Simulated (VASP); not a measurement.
Write the native input for VASP 6.6.1 that does the following.

- Task: single point
- Functional: PBEsol
- Potentials or basis: VASP PAW PBE potentials, release 64 (Pt)
- Cutoff: 500 eV
- k mesh: 7 × 7 × 7
- Occupations: fermi-dirac, width 0.1 eV
- Spin: no spin polarisation
- Dipole correction: no
- Further INCAR settings: ALGO = Normal; EDIFF = 1e-06; NBANDS = 11

The structure of Pt lies in POSCAR:

```
Pt
1.0
   -1.5523875602      1.5523875602      1.5523875602
    1.5523875602     -1.5523875602      1.5523875602
    1.5523875602      1.5523875602     -1.5523875602
Pt
1
Direct
    0.0000000000      0.0000000000      0.0000000000
```

These files were run (other wordings do the same):

INCAR

```
SYSTEM = Pt
PREC = Accurate
ENCUT = 500
EDIFF = 1E-6
ISMEAR = -1
SIGMA = 0.1
LREAL = .False.
LASPH = .True.
NELM = 120
ALGO = Normal
ISIF = 2
LWAVE = .False.
LCHARG = .False.
GGA = PS
NBANDS = 11
GGA_COMPAT = .False.
```

KPOINTS

```
regular mesh
0
Gamma
  7 7 7
  0 0 0
```

Potentials or basis: VASP PAW PBE potentials, release 64 (Pt).

The run is started by

```bash
$ cat potpaw_PBE.64/Pt/POTCAR > POTCAR
$ mpirun -np 1 vasp_std > vasp.out
```

It gave:

```json
{
  "Pressure": "3.5 GPa",
  "Band gap on the k mesh": "zero (band 5 reaches 11.67 eV, above the bottom of band 6 at 9.93 eV)"
}
```

Caveat: the k points lie up to 0.41 Å⁻¹ apart; the PAW data sets were made with another functional, which shifts forces and pressure a little; spin-orbit coupling is left out, which moves the levels of the heavy elements.

Run time: 1.9 s on 1 thread of Intel(R) Xeon(R) 6975P-C (Granite Rapids), on a shared host, peak memory 0.12 GiB.
